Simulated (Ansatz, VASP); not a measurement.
# Two plane-wave programs on FeCo

```
Fe Co
1.0
     2.85700    0.00000    0.00000
     0.00000    2.85700    0.00000
     0.00000    0.00000    2.85700
Fe Co
1 1
Direct
  0.50000 0.50000 0.50000
  0.00000 0.00000 0.00000
```

Alike in both runs: task single point; functional PBE; k mesh 10 × 10 × 10; occupations fermi-dirac, width 0.15 eV; collinear spin.

|  | VASP | Ansatz |
| --- | --- | --- |
| version | VASP 6.6.1 | Ansatz 0.2.0 |
| potentials or method | VASP PAW PBE potentials, release 64 (Fe, Co), cutoff 600 eV | plane waves, PAW |
| valence electrons in the cell | 17 | 33 |

|  | VASP | Ansatz | Ansatz less VASP |
| --- | --- | --- | --- |
| gap on the k mesh at the Fermi level (eV) | none | none | - |
| net moment per atom (μB) | 2.24 | 2.25 | +0.010 |
| size of the moment on the site where the two differ most (μB) | 1.74 | 1.81 | +0.071 |

Site moments also hang on the region over which each program counts them. A gap of «none» marks a metal or a gap that the smearing closes. With one functional, cell and mesh, what is left measures potentials, basis and numerics. VASP's potentials hold 17 valence electrons a cell and Ansatz's 33, so a difference there can come from the potentials and not from the codes.
